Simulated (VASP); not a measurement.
A run of VASP 6.6.1 is set up as follows.

POSCAR

```
Si
1.0
    2.4503381361     -2.6709151058      0.0000000000
   -2.4503381361      0.0000000000     -4.6491148917
    4.9006762722      5.3418302117      0.0000000000
Si
8
Direct
    0.2706902173      0.0000000000      0.3646548914
    0.2706902173      0.0000000000      0.8646548914
    0.7293097827      0.0000000000      0.1353451086
    0.7293097827      0.0000000000      0.6353451086
    0.2237615248      0.4475230495      0.1118807624
    0.2237615248      0.4475230495      0.6118807624
    0.7762384752      0.5524769505      0.3881192376
    0.7762384752      0.5524769505      0.8881192376
```

Contents of INCAR.step1:

```
PREC = Accurate
ENCUT = 520
ISMEAR = 0
SIGMA = 0.15
LREAL = False
LASPH = True
NELM = 100
NBANDS = 26
GGA = PE
ALGO = Normal
EDIFF = 1E-4
LWAVE = True
LCHARG = False
```

File INCAR.step2:

```
PREC = Accurate
ENCUT = 520
EDIFF = 1E-6
ISMEAR = 0
SIGMA = 0.15
LREAL = False
LASPH = True
NELM = 100
ALGO = Normal
ISIF = 2
LWAVE = False
LCHARG = False
METAGGA = R2SCAN
LMIXTAU = True
NBANDS = 26
ISTART = 1
```

The input KPOINTS:

```
regular mesh
0
Gamma
  10 8 6
```

Potentials or basis: VASP PAW PBE potentials, release 64 (Si).

Run with:

```bash
$ cat potpaw_PBE.64/Si/POTCAR > POTCAR
$ cp INCAR.step1 INCAR
$ mpirun -np 1 vasp_std > vasp.out
$ cp INCAR.step2 INCAR
$ mpirun -np 1 vasp_std > vasp.out
```

(1) What does it give for the pressure?

(2) Predict the largest force.

Results:

(1) -0.1 GPa.

(2) 0.009 eV/Å.

Caveat: the PAW data sets were made with another functional, which shifts forces and pressure a little.
